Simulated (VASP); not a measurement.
# AlNi (Pm-3m) in VASP: single point with PBE

Aim: the single point of AlNi with PBE.

Everything below comes from runs of VASP 6.6.1. Logs are shortened: lines on timing, memory, paths and dates and some standing lists are left out, and cuts for length are marked.

## Step 1: The cell of the first run

The structure is cubic, space group Pm-3m (No. 221). Conventional cell: a = 2.881 Å, b = 2.881 Å, c = 2.881 Å, α = 90.00°, β = 90.00°, γ = 90.00°. Ni (site symmetry m-3m) has 8 Al at 2.50 Å and 6 Ni at 2.88 Å within 3.3 Å. Al (site symmetry m-3m) has 8 Ni at 2.50 Å and 6 Al at 2.88 Å within 3.3 Å.

## Step 2: Single point, PBE, collinear spin, ferromagnetic start

Input file INCAR:

```
SYSTEM = AlNi
PREC = Accurate ; ENCUT = 600
EDIFF = 1E-6 ; ISMEAR = -1
SIGMA = 0.05 ; LREAL = .FALSE.
LASPH = .TRUE. ; NELM = 200
ALGO = Normal ; ISIF = 2
LWAVE = .FALSE. ; LCHARG = .FALSE.
ISPIN = 2 ; MAGMOM = 0.9 0
LORBIT = 11 ; LMAXMIX = 4
GGA = PE ; NBANDS = 18
GGA_COMPAT = .FALSE.
```

Input file KPOINTS:

```
Automatic mesh
0
G
  9 9 9
  0 0 0
```

Input file POSCAR:

```
AlNi
1.0
    2.8810000000      0.0000000000      0.0000000000
    0.0000000000      2.8810000000      0.0000000000
    0.0000000000      0.0000000000      2.8810000000
Ni Al
1 1
Direct
    0.5000000000      0.5000000000      0.5000000000
    0.0000000000      0.0000000000      0.0000000000
```

Potentials or basis: VASP PAW PBE potentials, release 64 (Ni, Al).

Launch:

```console
$ cat potpaw_PBE.64/Ni/POTCAR potpaw_PBE.64/Al/POTCAR > POTCAR
$ mpirun -np 1 vasp_std > vasp.out
```

OUTCAR:

```text
SYSTEM = AlNi
   PREC = Accurate
   ENCUT = 600
   EDIFF = 1E-6
   ISMEAR = -1
   LREAL = .FALSE.
   LASPH = .TRUE.
   NELM = 200
   ISIF = 2
   ISPIN = 2
   LORBIT = 11
   GGA = PE

 ion  position               nearest neighbor table
   1  0.500  0.500  0.500-   2 2.50   2 2.50   2 2.50   2 2.50   2 2.50   2 2.50   2 2.50   2 2.50

   2  0.000  0.000  0.000-   1 2.50   1 2.50   1 2.50   1 2.50   1 2.50   1 2.50   1 2.50   1 2.50

  LATTYP: Found a simple cubic cell.
 ALAT       =     2.8810000000

  Lattice vectors:

 A1 = (   2.8810000000,   0.0000000000,   0.0000000000)
 A2 = (   0.0000000000,   2.8810000000,   0.0000000000)
 A3 = (   0.0000000000,   0.0000000000,   2.8810000000)

Analysis of symmetry for initial positions (statically):
=====================================================================
 Subroutine PRICEL returns:
 Original cell was already a primitive cell.

 Routine SETGRP: Setting up the symmetry group for a
 simple cubic supercell.

 Subroutine GETGRP returns: Found 48 space group operations
 (whereof 48 operations were pure point group operations)
 out of a pool of 48 trial point group operations.

The static configuration has the point symmetry O_h .

Analysis of symmetry for dynamics (positions and initial velocities):
=====================================================================
 Subroutine PRICEL returns:
 Original cell was already a primitive cell.

 Routine SETGRP: Setting up the symmetry group for a
 simple cubic supercell.

 Subroutine GETGRP returns: Found 48 space group operations
 (whereof 48 operations were pure point group operations)
 out of a pool of 48 trial point group operations.

The dynamic configuration has the point symmetry O_h .

Analysis of structural, dynamic, and magnetic symmetry:
=====================================================================
 Subroutine PRICEL returns:
 Original cell was already a primitive cell.

 Routine SETGRP: Setting up the symmetry group for a
 simple cubic supercell.

 Subroutine GETGRP returns: Found 48 space group operations
 (whereof 48 operations were pure point group operations)
 out of a pool of 48 trial point group operations.

The overall configuration has the point symmetry O_h .

 Subroutine INISYM returns: Found 48 space group operations
 (whereof 48 operations are pure point group operations),
 and found     1 'primitive' translations

----------------------------------------------------------------------------------------

                                     Primitive cell

  volume of cell :      23.9128

  direct lattice vectors                    reciprocal lattice vectors
     2.881000000  0.000000000  0.000000000     0.347101701  0.000000000  0.000000000
     0.000000000  2.881000000  0.000000000     0.000000000  0.347101701  0.000000000
     0.000000000  0.000000000  2.881000000     0.000000000  0.000000000  0.347101701

  length of vectors
     2.881000000  2.881000000  2.881000000     0.347101701  0.347101701  0.347101701

  position of ions in fractional coordinates (direct lattice)
     0.500000000  0.500000000  0.500000000
     0.000000000  0.000000000  0.000000000

  ion indices of the primitive-cell ions
   primitive index   ion index
                 1           1
                 2           2

----------------------------------------------------------------------------------------

 KPOINTS: Automatic mesh

Automatic generation of k-mesh.
 Grid dimensions read from file:
 generate k-points for:    9    9    9

 Generating k-lattice:

  Cartesian coordinates                     Fractional coordinates (reciprocal lattice)
     0.038566856  0.000000000  0.000000000     0.111111111  0.000000000  0.000000000
     0.000000000  0.038566856  0.000000000     0.000000000  0.111111111  0.000000000
     0.000000000  0.000000000  0.038566856     0.000000000  0.000000000  0.111111111

  Length of vectors
     0.038566856  0.038566856  0.038566856

  Shift w.r.t. Gamma in fractional coordinates (k-lattice)
     0.000000000  0.000000000  0.000000000

 Subroutine IBZKPT returns following result:
 ===========================================

 Found     35 irreducible k-points:

 Following reciprocal coordinates:
            Coordinates               Weight
  0.000000  0.000000  0.000000      1.000000
  0.111111  0.000000  0.000000      6.000000
  0.222222  0.000000  0.000000      6.000000
  0.333333  0.000000  0.000000      6.000000
  0.444444  0.000000  0.000000      6.000000
  0.111111  0.111111  0.000000     12.000000
[... 16 lines left out ...]
  0.333333  0.333333  0.111111     24.000000
  0.444444  0.333333  0.111111     48.000000
 [... further k-points ...]
   k-points           NKPTS =     35   k-points in BZ     NKDIM =     35   number of bands    NBANDS=     18
   number of dos      NEDOS =    301   number of ions     NIONS =      2
   total plane-waves  NPLWV =  13824
   dimension x,y,z NGX =    24 NGY =   24 NGZ =   24
   dimension x,y,z NGXF=    48 NGYF=   48 NGZF=   48
   ions per type =               1   1
   NGX,Y,Z   is equivalent  to a cutoff of  13.85, 13.85, 13.85 a.u.
   NGXF,Y,Z  is equivalent  to a cutoff of  27.70, 27.70, 27.70 a.u.
 SYSTEM =  AlNi
   PREC   = accura    normal or accurate (medium, high low for compatibility)
   ISTART =      0    job   : 0-new  1-cont  2-samecut
   ICHARG =      2    charge: 1-file 2-atom 10-const
   ISPIN  =      2    spin polarized calculation?
   LNONCOLLINEAR =      F non collinear calculations
   LSORBIT =      F    spin-orbit coupling
   LASPH  =      T    aspherical Exc in radial PAW
   ENCUT  =  600.0 eV  44.10 Ry    6.64 a.u.   5.75  5.75  5.75*2*pi/ulx,y,z
   NELM   =    200;   NELMIN=  2; NELMDL= -5     # of ELM steps
   EDIFF  = 0.1E-05   stopping-criterion for ELM
   LREAL  =      F    real-space projection
   EDIFFG = 0.1E-04   stopping-criterion for IOM
   NSW    =      0    number of steps for IOM
   IBRION =     -1    ionic relax: 0-MD 1-quasi-New 2-CG
   NFREE  =      0    steps in history (QN), initial steepest desc. (CG)
   ISIF   =      2    stress and relaxation
   ISYM   =      2    0-nonsym 1-usesym 2-fastsym
   POTIM  = 0.5000    time-step for ionic-motion
   TEBEG  =    0.0;   TEEND  =   0.0 temperature during run
   PSTRESS=    0.0 pullay stress
   NELECT =      13.0000    total number of electrons
   NUPDOWN=      -1.0000    fix difference up-down
   EMIN   =  10.00;   EMAX   =-10.00  energy-range for DOS
   EFERMI =   0.00;   METHOD = LEGACY
   ISMEAR =    -1;   SIGMA  =   0.05  broadening in eV -4-tet -1-fermi 0-gaus
   EFERMI_NEDOS =   21; number of points for ismear=-14 and -15
   IALGO  =     38    algorithm
   IMIX   =      4    mixing-type and parameters
     AMIX     =   0.40;   BMIX     =  1.00
     AMIX_MAG =   1.60;   BMIX_MAG =  1.00
  volume/ion in A,a.u.               =      11.96        80.69
  Fermi-wavevector in a.u.,A,eV,Ry     =   1.336122  2.524904 24.289410  1.785221
  Thomas-Fermi vector in A             =   2.464773
   LORBIT       =     11    0 simple, 1 ext, 2 COOP (PROOUT), +10 PAW based schemes
   GGA     = PE    functional components
   LHFCALC =     F    Hartree Fock is set to
   AEXX    =    0.0000 exact exchange contribution
   IVDW    =     0    specifies the selected vdW correction
   LEPSILON=     F    determine dielectric tensor
   LRPA    =     F    only Hartree local field effects (RPA)
 spin polarized calculation
  energy-cutoff  :      600.00
  volume of cell :       23.91
 maximum number of plane-waves:       812
 NGX is ok and might be reduce to    24
   NGX = 11   NGY = 11   NGZ = 11

 number of electron      13.0000015 magnetization      -0.0001506

 number of electron      13.0000015 magnetization       0.0003546

 Free energy of the ion-electron system (eV)
  ---------------------------------------------------
  ext. energy  EPLUGINS =         0.00000000
  ---------------------------------------------------
  free energy    TOTEN  =       -10.53564391 eV

  energy without entropy =      -10.52900702  energy(sigma->0) =      -10.53232547

 E-fermi :  10.0231     XC(G=0): -12.0490

 val. band max:        9.9604412669   @ k =   0.3333   0.3333   0.0000
 cond. band min:      10.0706459639   @ k =   0.3333   0.1111   0.1111
 fundamental gap:      0.1102046970
 Fermi energy:        10.0231369698

 spin component 1

 k-point     1 :       0.0000    0.0000    0.0000
  band No.  band energies     occupation
      1      -1.1120      1.00000
      2       6.7880      1.00000
      3       6.7880      1.00000
      4       8.4705      1.00000
      5       8.4705      1.00000
      6       8.4705      1.00000
[... 10 lines left out ...]
     17      33.3680      0.00000
     18      33.3680      0.00000

 k-point     2 :       0.1111    0.0000    0.0000
  band No.  band energies     occupation
      1      -0.8849      1.00000
      2       6.7646      1.00000
      3       6.8402      1.00000
      4       8.3756      1.00000
      5       8.3756      1.00000
      6       8.4807      1.00000
[... 10 lines left out ...]
     17      32.6414      0.00000
     18      34.2315      0.00000

 k-point     3 :       0.2222    0.0000    0.0000
  band No.  band energies     occupation
      1      -0.2118      1.00000
      2       6.5393      1.00000
      3       6.9761      1.00000
      4       8.1530      1.00000
      5       8.1530      1.00000
      6       8.5066      1.00000
[... 412 lines left out ...]
 k-point    23 :       0.3333    0.3333    0.1111
  band No.  band energies     occupation
      1       2.8638      1.00000
      2       6.3015      1.00000
      3       6.8712      1.00000
      4       7.6556      1.00000
      5       8.0183      1.00000
      6       8.0948      1.00000
[... 10 lines left out ...]
     17      31.1092      0.00000
     18      35.6056      0.00000

 k-point    24 :       0.4444    0.3333    0.1111
  band No.  band energies     occupation
      1       3.9906      1.00000
      2       5.5885      1.00000
      3       7.0139      1.00000
      4       7.5354      1.00000
      5       8.0967      1.00000
      6       8.2444      1.00000
[... 10 lines left out ...]
     17      32.6025      0.00000
     18      36.4540      0.00000

 [... further k-points ...]

 spin component 2

 k-point     1 :       0.0000    0.0000    0.0000
  band No.  band energies     occupation
      1      -1.1120      1.00000
      2       6.7882      1.00000
      3       6.7882      1.00000
      4       8.4706      1.00000
      5       8.4706      1.00000
      6       8.4706      1.00000
[... 10 lines left out ...]
     17      33.3679      0.00000
     18      33.3679      0.00000

 k-point     2 :       0.1111    0.0000    0.0000
  band No.  band energies     occupation
      1      -0.8850      1.00000
      2       6.7648      1.00000
      3       6.8405      1.00000
      4       8.3757      1.00000
      5       8.3757      1.00000
      6       8.4808      1.00000
[... 10 lines left out ...]
     17      32.6414      0.00000
     18      34.2315      0.00000

 k-point     3 :       0.2222    0.0000    0.0000
  band No.  band energies     occupation
      1      -0.2118      1.00000
      2       6.5394      1.00000
      3       6.9763      1.00000
      4       8.1531      1.00000
      5       8.1531      1.00000
      6       8.5067      1.00000
[... 412 lines left out ...]
 k-point    23 :       0.3333    0.3333    0.1111
  band No.  band energies     occupation
      1       2.8637      1.00000
      2       6.3016      1.00000
      3       6.8713      1.00000
      4       7.6557      1.00000
      5       8.0184      1.00000
      6       8.0949      1.00000
[... 10 lines left out ...]
     17      31.1092      0.00000
     18      35.6056      0.00000

 k-point    24 :       0.4444    0.3333    0.1111
  band No.  band energies     occupation
      1       3.9906      1.00000
      2       5.5885      1.00000
      3       7.0139      1.00000
      4       7.5356      1.00000
      5       8.0969      1.00000
      6       8.2445      1.00000
[... 10 lines left out ...]
     17      32.6025      0.00000
     18      36.4539      0.00000

 [... further k-points ...]
[... 5 lines left out ...]
  --------------------------------------------------------------------------------------
  -------------------------------------------------------------------------------------
  Total        0.2828880      0.2828880      0.2828880      0.0000000      0.0000000      0.0000000
  in kB       18.9537602     18.9537602     18.9537602      0.0000000      0.0000000      0.0000000
  external PRESSURE =      18.9537602 kB  Pullay stress =       0.0000000 kB

 VOLUME and BASIS-vectors are now :
 -----------------------------------------------------------------------------
  energy-cutoff  :      600.00
  volume of cell :       23.91
      direct lattice vectors                 reciprocal lattice vectors
     2.881000000  0.000000000  0.000000000     0.347101701  0.000000000  0.000000000
     0.000000000  2.881000000  0.000000000     0.000000000  0.347101701  0.000000000
     0.000000000  0.000000000  2.881000000     0.000000000  0.000000000  0.347101701

 POSITION                                       TOTAL-FORCE (eV/Angst)
 -----------------------------------------------------------------------------------
      1.44050      1.44050      1.44050         0.000000      0.000000      0.000000
      0.00000      0.00000      0.00000         0.000000      0.000000      0.000000
 -----------------------------------------------------------------------------------
    total drift:                                0.000000      0.000000     -0.000000

  FREE ENERGIE OF THE ION-ELECTRON SYSTEM (eV)
  ---------------------------------------------------
  free  energy   TOTEN  =       -10.5356439100 eV

  energy  without entropy=      -10.5290070219  energy(sigma->0) =      -10.53232547

 total charge

# of ion       s       p       d       tot
------------------------------------------
    1        0.475   0.518   8.471   9.464
    2        0.384   0.413   0.000   0.797
--------------------------------------------------
tot          0.859   0.931   8.471  10.261

 magnetization (x)

# of ion       s       p       d       tot
------------------------------------------
    1        0.000  -0.000   0.000   0.000
    2        0.000   0.000   0.000   0.000
--------------------------------------------------
tot          0.000   0.000   0.000   0.000
```

Wall time 10 s (1 thread of Intel Xeon 6975P-C (Granite Rapids), shared host); peak memory 0.16 GiB.

Results:

```yaml
Free_energy: -10.5356 eV
Pressure: 1.9 GPa
Net_moment: 0.00 μB per cell
Valence_electrons_inside_the_program's_atomic_spheres: Ni 9.46; Al 0.80
```

Levels at points of the mesh, in eV from the Fermi level:
Spin up:
```csv
k point,band 2,band 3,band 4,band 5,band 6,band 7,band 8,band 9,band 10,band 11
"(0.00, 0.00, 0.00)",-3.24,-3.24,-1.55,-1.55,-1.55,5.50,5.50,5.50,8.12,8.12
```
Spin down:
```tsv
k point	band 3	band 4	band 5	band 6	band 7	band 8	band 9	band 10
(0.00, 0.00, 0.00)	-3.23	-1.55	-1.55	-1.55	5.50	5.50	5.50	8.12
```
